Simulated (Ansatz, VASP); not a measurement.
# MnS: VASP beside Ansatz

```
CELL_PARAMETERS angstrom
3.68332 0.00000 0.00000
1.84166 3.18985 0.00000
1.84166 1.06328 3.00742
ATOMIC_POSITIONS crystal
Mn 0.00000 0.00000 0.00000
S 0.50000 0.50000 0.50000
```

Alike in both runs: task single point; functional RPBE; k mesh 9 × 9 × 9; occupations methfessel-paxton of order 1, width 0.01 eV; collinear spin.

|  | VASP | Ansatz |
| --- | --- | --- |
| version | VASP 6.6.1 | Ansatz 0.2.0 |
| potentials or method | VASP PAW PBE potentials, release 64 (Mn_pv, S), cutoff 520 eV | plane waves, PAW |
| valence electrons in the cell | 19 | 21 |

```csv
,VASP,Ansatz,Ansatz less VASP
net moment per atom (μB),2.40,2.40,0.000
size of the moment on the site where the two differ most (μB),4.32,4.27,-0.045
```

VASP's potentials were made for PBE, not for RPBE. Site moments also hang on the region over which each program counts them. With one functional, cell and mesh, what is left measures potentials, basis and numerics. VASP's potentials hold 19 valence electrons a cell and Ansatz's 21, so a difference there can come from the potentials and not from the codes. Ansatz's warnings: given moment on shells, moment headroom below auto, stability check not made.
